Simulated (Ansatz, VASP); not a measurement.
SiNi in VASP and in Ansatz

```
Ni Si
1.0
     0.00000    2.32206    2.32206
     2.32206    0.00000    2.32206
     2.32206    2.32206    0.00000
Ni Si
1 1
Direct
  0.00000 0.00000 0.00000
  0.50000 0.50000 0.50000
```

Change from the starting cell: volume scaled by 0.94, LAPW.

Alike in both runs: task single point; functional PBE; k mesh 14 × 14 × 14; occupations fermi-dirac, width 0.08 eV; no spin polarisation.

```csv
,VASP,Ansatz
version,VASP 6.6.1,Ansatz 0.2.0
potentials or method,"VASP PAW PBE potentials, release 64 (Ni, Si), cutoff 520 eV","all-electron LAPW, scalar-relativistic"
```

|  | VASP | Ansatz | Ansatz less VASP |
| --- | --- | --- | --- |
| pressure (GPa) | 10.0 | 10.0 | 0.00 |

Ansatz ran all-electron here, and VASP with PAW potentials.
